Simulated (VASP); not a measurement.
# BN: relaxation of cell and atoms with PBE+D3(BJ)

Crystal: BN.

```
CELL_PARAMETERS angstrom
2.53600 0.00000 0.00000
-1.26800 2.19624 0.00000
0.00000 0.00000 4.19900
ATOMIC_POSITIONS crystal
B 0.66667 0.33333 0.00000
B 0.33333 0.66667 0.50000
N 0.66667 0.33333 0.37500
N 0.33333 0.66667 0.87500
```

```json
{
 "Program": "VASP 6.6.1",
 "Task": "relaxation of cell and atoms",
 "Functional": "PBE",
 "Dispersion": "D3(BJ)",
 "Potentials or basis": "VASP PAW PBE potentials, release 64 (B, N)",
 "Cutoff": "600 eV",
 "k mesh": "12 × 12 × 6",
 "Occupations": "gaussian, width 0.02 eV",
 "Spin": "no spin polarisation",
 "Dipole correction": "no",
 "Further INCAR settings": "ALGO = Normal; EDIFF = 1e-07; IBRION = 2; EDIFFG = -0.002; NSW = 100; ISIF = 3"
}
```

| Property | Result |
| --- | --- |
| Relaxed volume | 5.88 Å³/atom |
| Relaxed cell | a = 2.542 Å, b = 2.542 Å, c = 4.204 Å, α = 90.00°, β = 90.00°, γ = 120.00° |
| Space group after relaxing (to 0.1 Å) | P6_3mc (No. 186) |
| Energy gained by relaxing | 0.3 meV/atom |
| Ionic steps | 6 |
| Pressure after relaxing | 0.0 GPa |
| Band gap on the k mesh | 5.18 eV (least direct gap 8.31 eV) |
| Dispersion energy per atom | -0.210 eV |

The path:
```csv
step,energy change (eV),largest force (eV/Å),pressure (GPa),volume (Å³)
1,0.0000,0.0563,2.17,23.39
2,0.0003,0.0848,-2.26,23.66
3,-0.0011,0.0106,0.07,23.51
4,-0.0011,0.0120,0.02,23.52
5,-0.0011,0.0093,-0.10,23.52
6,-0.0011,0.0009,-0.04,23.52
```

Final structure:
```xyz
4
Lattice="2.5418 0.0000 0.0000 -1.2709 2.2012 0.0000 0.0000 0.0000 4.2037" Properties=species:S:1:pos:R:3 pbc="T T T"
B     1.2709    0.7337    0.0011
B     0.0000    1.4675    2.1029
N     1.2709    0.7337    1.5753
N     0.0000    1.4675    3.6772
```

Levels at points of the mesh, in eV from the valence-band top:
```tsv
k point	band 5	band 6	band 7	band 8	band 9	band 10	band 11	band 12
(0.00, 0.00, 0.00)	-2.14	-0.28	0.00	0.00	8.39	8.39	8.64	9.59
(0.50, 0.00, 0.00)	-6.94	-5.01	-4.44	-2.12	6.73	7.98	10.63	11.54
(0.00, 0.00, 0.50)	-1.18	-1.18	-1.18	-1.18	9.54	9.54	9.95	9.95
(0.50, 0.00, 0.50)	-3.79	-3.79	-3.59	-3.59	6.61	6.61	10.08	10.08
```

It took 42 s on 1 thread of Intel(R) Xeon(R) Platinum 8375C CPU @ 2.90GHz (Ice Lake), with other jobs on the host, peak memory 0.16 GiB.

A k mesh can miss the band edges. PBE gaps usually lie below the measured ones, often by a third to a half.
